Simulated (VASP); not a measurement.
# Mo (I4/mmm) in VASP: notebook

Runs on Mo. Level: r2SCAN. Tasks: single point.

All numbers are computed with VASP 6.6.1; they aren't measurements. Logs are shortened: lines on timing, memory, paths and dates and some standing lists are left out, and cuts for length are marked.

## (1) The cell of the first run

Symmetry: I4/mmm, No. 139, tetragonal system. The conventional cell has a = 3.393 Å, b = 3.393 Å, c = 2.891 Å, α = 90.00°, β = 90.00°, γ = 90.00°. Within 3.7 Å of Mo (site symmetry 4/mmm) lie 14 Mo at 2.80 to 3.39 Å.

## (2) Single point, r2SCAN (strain +0.080 along x and y, -0.080 along z)

The input, POSCAR:

```
Mo
1.0
   -1.6966800000      1.6966800000      1.4453200000
    1.6966800000     -1.6966800000      1.4453200000
    1.6966800000      1.6966800000     -1.4453200000
Mo
1
Direct
    0.0000000000      0.0000000000      0.0000000000
```

The input, INCAR.step1:

```
SYSTEM = Mo
PREC = Accurate
ENCUT = 520
ISMEAR = 0
SIGMA = 0.15
LREAL = .FALSE.
LASPH = .TRUE.
NELM = 60
NBANDS = 13
GGA = PE
ALGO = Normal
EDIFF = 1E-4
LWAVE = .TRUE.
LCHARG = .FALSE.
```

The input, INCAR.step2:

```
SYSTEM = Mo
PREC = Accurate
ENCUT = 520
EDIFF = 1E-6
ISMEAR = 0
SIGMA = 0.15
LREAL = .FALSE.
LASPH = .TRUE.
NELM = 60
ALGO = Normal
ISIF = 2
LWAVE = .FALSE.
LCHARG = .FALSE.
METAGGA = R2SCAN
LMIXTAU = .TRUE.
NBANDS = 13
ISTART = 1
```

The input, KPOINTS:

```
regular mesh
0
G
  22 22 22
  0 0 0
```

Potentials or basis: VASP PAW PBE potentials, release 64 (Mo_sv).

Launch:

```console
$ cat potpaw_PBE.64/Mo_sv/POTCAR > POTCAR
$ cp INCAR.step1 INCAR
$ mpirun -np 1 vasp_std > vasp.out
$ cp INCAR.step2 INCAR
$ mpirun -np 1 vasp_std > vasp.out
```

OUTCAR:

```text
SYSTEM = Mo
   PREC = Accurate
   ENCUT = 520
   EDIFF = 1E-6
   ISMEAR = 0
   LREAL = .FALSE.
   LASPH = .TRUE.
   NELM = 60
   ISIF = 2
   METAGGA = R2SCAN
   ISTART = 1

 ion  position               nearest neighbor table
   1  0.000  0.000  0.000-

  LATTYP: Found a body centered tetragonal cell.
 ALAT       =     3.3933600000
 C/A-ratio  =     0.8518518519

  Lattice vectors:

 A1 = (  -1.6966800000,   1.6966800000,   1.4453200000)
 A2 = (   1.6966800000,  -1.6966800000,   1.4453200000)
 A3 = (   1.6966800000,   1.6966800000,  -1.4453200000)

Analysis of symmetry for initial positions (statically):
=====================================================================
 Subroutine PRICEL returns:
 Original cell was already a primitive cell.

 Routine SETGRP: Setting up the symmetry group for a
 body centered tetragonal supercell.

 Subroutine GETGRP returns: Found 16 space group operations
 (whereof 16 operations were pure point group operations)
 out of a pool of 16 trial point group operations.

The static configuration has the point symmetry D_4h.

Analysis of symmetry for dynamics (positions and initial velocities):
=====================================================================
 Subroutine PRICEL returns:
 Original cell was already a primitive cell.

 Routine SETGRP: Setting up the symmetry group for a
 body centered tetragonal supercell.

 Subroutine GETGRP returns: Found 16 space group operations
 (whereof 16 operations were pure point group operations)
 out of a pool of 16 trial point group operations.

The dynamic configuration has the point symmetry D_4h.

 Subroutine INISYM returns: Found 16 space group operations
 (whereof 16 operations are pure point group operations),
 and found     1 'primitive' translations

----------------------------------------------------------------------------------------

                                     Primitive cell

  volume of cell :      16.6427

  direct lattice vectors                    reciprocal lattice vectors
    -1.696680000  1.696680000  1.445320000     0.000000000  0.294693165  0.345944151
     1.696680000 -1.696680000  1.445320000     0.294693165  0.000000000  0.345944151
     1.696680000  1.696680000 -1.445320000     0.294693165  0.294693165  0.000000000

  length of vectors
     2.801141901  2.801141901  2.801141901     0.454446275  0.454446275  0.416759071

  position of ions in fractional coordinates (direct lattice)
     0.000000000  0.000000000  0.000000000

  ion indices of the primitive-cell ions
   primitive index   ion index
                 1           1

----------------------------------------------------------------------------------------

 KPOINTS: regular mesh

Automatic generation of k-mesh.
 Grid dimensions read from file:
 generate k-points for:   22   22   22

 Generating k-lattice:

  Cartesian coordinates                     Fractional coordinates (reciprocal lattice)
     0.000000000  0.013395144  0.015724734     0.045454545  0.000000000 -0.000000000
     0.013395144  0.000000000  0.015724734     0.000000000  0.045454545 -0.000000000
     0.013395144  0.013395144  0.000000000     0.000000000  0.000000000  0.045454545

  Length of vectors
     0.020656649  0.020656649  0.018943594

  Shift w.r.t. Gamma in fractional coordinates (k-lattice)
     0.000000000  0.000000000  0.000000000

 Subroutine IBZKPT returns following result:
 ===========================================

 Found    834 irreducible k-points:

 Following reciprocal coordinates:
            Coordinates               Weight
  0.000000  0.000000  0.000000      1.000000
  0.045455  0.000000 -0.000000      8.000000
  0.090909  0.000000 -0.000000      8.000000
  0.136364  0.000000  0.000000      8.000000
  0.181818  0.000000 -0.000000      8.000000
  0.227273 -0.000000  0.000000      8.000000
[... 16 lines left out ...]
  0.500000  0.045455  0.000000     16.000000
 -0.454545  0.045455 -0.000000     16.000000
 [... further k-points ...]
   k-points           NKPTS =    834   k-points in BZ     NKDIM =    834   number of bands    NBANDS=     13
   number of dos      NEDOS =    301   number of ions     NIONS =      1
   total plane-waves  NPLWV =  13824
   dimension x,y,z NGX =    24 NGY =   24 NGZ =   24
   dimension x,y,z NGXF=    48 NGYF=   48 NGZF=   48
   ions per type =               1
   NGX,Y,Z   is equivalent  to a cutoff of  14.24, 14.24, 14.24 a.u.
   NGXF,Y,Z  is equivalent  to a cutoff of  28.49, 28.49, 28.49 a.u.
 SYSTEM =  Mo
   PREC   = accura    normal or accurate (medium, high low for compatibility)
   ISTART =      1    job   : 0-new  1-cont  2-samecut
   ICHARG =      0    charge: 1-file 2-atom 10-const
   ISPIN  =      1    spin polarized calculation?
   LNONCOLLINEAR =      F non collinear calculations
   LSORBIT =      F    spin-orbit coupling
   LASPH  =      T    aspherical Exc in radial PAW
   ENCUT  =  520.0 eV  38.22 Ry    6.18 a.u.   5.21  5.21  5.21*2*pi/ulx,y,z
   NELM   =     60;   NELMIN=  2; NELMDL=  0     # of ELM steps
   EDIFF  = 0.1E-05   stopping-criterion for ELM
   LREAL  =      F    real-space projection
   EDIFFG = 0.1E-04   stopping-criterion for IOM
   NSW    =      0    number of steps for IOM
   IBRION =     -1    ionic relax: 0-MD 1-quasi-New 2-CG
   NFREE  =      0    steps in history (QN), initial steepest desc. (CG)
   ISIF   =      2    stress and relaxation
   ISYM   =      2    0-nonsym 1-usesym 2-fastsym
   POTIM  = 0.5000    time-step for ionic-motion
   TEBEG  =    0.0;   TEEND  =   0.0 temperature during run
   PSTRESS=    0.0 pullay stress
   NELECT =      14.0000    total number of electrons
   NUPDOWN=      -1.0000    fix difference up-down
   EMIN   =  10.00;   EMAX   =-10.00  energy-range for DOS
   EFERMI =   0.00;   METHOD = LEGACY
   ISMEAR =     0;   SIGMA  =   0.15  broadening in eV -4-tet -1-fermi 0-gaus
   EFERMI_NEDOS =   21; number of points for ismear=-14 and -15
   IALGO  =     38    algorithm
   IMIX   =      4    mixing-type and parameters
     AMIX     =   0.40;   BMIX     =  1.00
     AMIX_MAG =   1.60;   BMIX_MAG =  1.00
  volume/ion in A,a.u.               =      16.64       112.31
  Fermi-wavevector in a.u.,A,eV,Ry     =   1.545407  2.920396 32.494561  2.388283
  Thomas-Fermi vector in A             =   2.650790
   LORBIT       =      0    0 simple, 1 ext, 2 COOP (PROOUT), +10 PAW based schemes
   METAGGA = R2SCAN    functional components
   LHFCALC =     F    Hartree Fock is set to
   AEXX    =    0.0000 exact exchange contribution
   IVDW    =     0    specifies the selected vdW correction
   LEPSILON=     F    determine dielectric tensor
   LRPA    =     F    only Hartree local field effects (RPA)
 non-spin polarized calculation
 Gauss-broadening in eV      SIGMA  =   0.15
  energy-cutoff  :      520.00
  volume of cell :       16.64
 maximum number of plane-waves:       461
 NGX is ok and might be reduce to    24
   NGX = 11   NGY = 11   NGZ = 11

 number of electron      13.9999999 magnetization

 Free energy of the ion-electron system (eV)
  ---------------------------------------------------
  ext. energy  EPLUGINS =         0.00000000
  ---------------------------------------------------
  free energy    TOTEN  =       -25.80741399 eV

  energy without entropy =      -25.79791501  energy(sigma->0) =      -25.80266450

 E-fermi :  11.4781     XC(G=0): -14.2276

 val. band max:       11.4767675036   @ k =  -0.0909   0.0909   0.0000
 cond. band min:      11.4785086846   @ k =  -0.0909  -0.4545   0.0909
 fundamental gap:      0.0017411810
 Fermi energy:        11.4780625242

 k-point     1 :       0.0000    0.0000    0.0000
  band No.  band energies     occupation
      1     -51.6182      2.00000
      2     -24.2746      2.00000
      3     -24.2746      2.00000
      4     -24.1308      2.00000
      5       4.1325      2.00000
      6       9.1418      2.00000
      7      11.1966      1.99205
      8      11.1966      1.99205
      9      11.8598      0.00032
     10      14.3231      0.00000
     11      26.1391      0.00000
     12      26.1391      0.00000
     13      29.6191      0.00000

 k-point     2 :       0.0455    0.0000   -0.0000
  band No.  band energies     occupation
      1     -51.6131      2.00000
      2     -24.2870      2.00000
      3     -24.2830      2.00000
      4     -24.1489      2.00000
      5       4.2298      2.00000
      6       9.1732      2.00000
      7      11.1572      1.99751
      8      11.1772      1.99544
      9      11.8865      0.00012
     10      14.2543      0.00000
     11      26.3073      0.00000
     12      26.3162      0.00000
     13      29.5793      0.00000

 k-point     3 :       0.0909    0.0000   -0.0000
  band No.  band energies     occupation
      1     -51.5983      2.00000
      2     -24.3356      2.00000
      3     -24.3074      2.00000
      4     -24.1886      2.00000
      5       4.5136      2.00000
      6       9.2374      2.00000
      7      11.0157      1.99999
      8      11.1589      1.99738
      9      11.9967      0.00000
     10      14.0777      0.00000
     11      26.7665      0.00000
     12      26.8333      0.00000
     13      29.4148      0.00000

 k-point     4 :       0.1364    0.0000    0.0000
  band No.  band energies     occupation
      1     -51.5749      2.00000
      2     -24.4393      2.00000
      3     -24.3457      2.00000
      4     -24.2228      2.00000
      5       4.9572      2.00000
      6       9.2498      2.00000
      7      10.7690      2.00000
      8      11.2518      1.96712
      9      12.2202      0.00000
     10      13.8577      0.00000
     11      27.3674      0.00000
     12      27.6528      0.00000
     13      29.0568      0.00000

 k-point     5 :       0.1818    0.0000   -0.0000
  band No.  band energies     occupation
      1     -51.5448      2.00000
      2     -24.5884      2.00000
      3     -24.3946      2.00000
      4     -24.2482      2.00000
      5       5.5067      2.00000
      6       9.1328      2.00000
      7      10.4882      2.00000
      8      11.5617      0.43012
      9      12.5490      0.00000
     10      13.6509      0.00000
     11      27.6411      0.00000
     12      28.7239      0.00000
     13      28.7617      0.00000
[... 257 lines left out ...]
 k-point    22 :       0.4545    0.0455    0.0000
  band No.  band energies     occupation
      1     -51.3632      2.00000
      2     -25.4583      2.00000
      3     -24.6785      2.00000
      4     -24.3581      2.00000
      5       6.3964      2.00000
      6       7.7970      2.00000
      7      12.8117      0.00000
      8      13.5009      0.00000
      9      15.3178      0.00000
     10      16.0456      0.00000
     11      23.4878      0.00000
     12      23.9646      0.00000
     13      27.6547      0.00000

 k-point    23 :       0.5000    0.0455    0.0000
  band No.  band energies     occupation
      1     -51.3643      2.00000
      2     -25.4527      2.00000
      3     -24.6798      2.00000
      4     -24.3552      2.00000
      5       6.3998      2.00000
      6       7.8062      2.00000
      7      12.9454      0.00000
      8      13.3636      0.00000
      9      15.1950      0.00000
     10      16.0789      0.00000
     11      23.4125      0.00000
     12      24.1505      0.00000
     13      27.6316      0.00000

 k-point    24 :      -0.4545    0.0455   -0.0000
  band No.  band energies     occupation
      1     -51.3758      2.00000
      2     -25.4003      2.00000
      3     -24.6650      2.00000
      4     -24.3470      2.00000
      5       6.4739      2.00000
      6       7.8916      2.00000
      7      12.6307      0.00000
      8      13.2244      0.00000
      9      14.8603      0.00000
     10      15.7149      0.00000
     11      23.6021      0.00000
     12      24.9953      0.00000
     13      28.1795      0.00000

 [... further k-points ...]

------------------------ aborting loop because EDIFF is reached ----------------------------------------

  FORCE on cell =-STRESS in cart. coord.  units (eV):
  Direction    XX          YY          ZZ          XY          YZ          ZX
  --------------------------------------------------------------------------------------
  -------------------------------------------------------------------------------------
  Total       -2.2906248     -2.2906248      1.1218658      0.0000000      0.0000000     -0.0000000
  in kB     -220.5162746   -220.5162746    108.0009572      0.0000000      0.0000000     -0.0000000
  external PRESSURE =    -111.0105307 kB  Pullay stress =       0.0000000 kB

 VOLUME and BASIS-vectors are now :
 -----------------------------------------------------------------------------
  energy-cutoff  :      520.00
  volume of cell :       16.64
      direct lattice vectors                 reciprocal lattice vectors
    -1.696680000  1.696680000  1.445320000     0.000000000  0.294693165  0.345944151
     1.696680000 -1.696680000  1.445320000     0.294693165  0.000000000  0.345944151
     1.696680000  1.696680000 -1.445320000     0.294693165  0.294693165  0.000000000

 POSITION                                       TOTAL-FORCE (eV/Angst)
 -----------------------------------------------------------------------------------
      0.00000      0.00000      0.00000         0.000000      0.000000      0.000000
 -----------------------------------------------------------------------------------
    total drift:                                0.000000      0.000000     -0.000000

  FREE ENERGIE OF THE ION-ELECTRON SYSTEM (eV)
  ---------------------------------------------------
  free  energy   TOTEN  =       -25.8074139906 eV

  energy  without entropy=      -25.7979150079  energy(sigma->0) =      -25.80266450
```

Run time: 6.5 min. Hardware: 1 thread of Intel Xeon Platinum 8488C (Sapphire Rapids), shared host; peak memory 0.28 GiB.

What came out:

```
Free energy            : -25.8074 eV
Pressure               : -11.1 GPa
Band gap on the k mesh : zero (bands 7 and 8 overlap by 5.10 eV)
```

Caveat: the cell differs from its parent crystal (strain +0.080 along x and y, -0.080 along z); the cell stands under tension; the PAW data sets were made with another functional, which shifts forces and pressure a little.

(Part 1 of 2 ends here.)
